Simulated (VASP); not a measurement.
BP, 2 atoms in the cell. Symmetry: F-43m, No. 216, cubic system. Conventional cell: a = 4.548 Å, b = 4.548 Å, c = 4.548 Å, α = 90.00°, β = 90.00°, γ = 90.00°. B (site symmetry -43m) has 4 P at 1.97 Å within 2.6 Å. Within 2.6 Å of P (site symmetry -43m) lie 4 B at 1.97 Å. 

| Quantity | Value |
| --- | --- |
| Program | VASP 6.6.1 |
| Task | single point |
| Functional | PBE |
| Potentials or basis | VASP PAW PBE potentials, release 64 (B, P) |
| Cutoff | 500 eV |
| k mesh | 10 × 10 × 10 |
| Occupations | gaussian, width 0.02 eV |
| Spin | no spin polarisation |
| Dipole correction | no |
| Further INCAR settings | ALGO = Normal; EDIFF = 1e-06; NBANDS = 11 |

Potentials or basis: VASP PAW PBE potentials, release 64 (B, P).

Run with:

```bash
$ cat potpaw_PBE.64/B/POTCAR potpaw_PBE.64/P/POTCAR > POTCAR
$ mpirun -np 1 vasp_std > vasp.out
```

Hardware: 1 thread of Intel Xeon 8259CL, with other jobs on the host.

Question: Estimate the wall time of this run.

Answer: Run time: 14 s on 1 thread of Intel Xeon 8259CL, on a shared host, peak memory 0.14 GiB. Counts: scf iterations 12, k points 47.
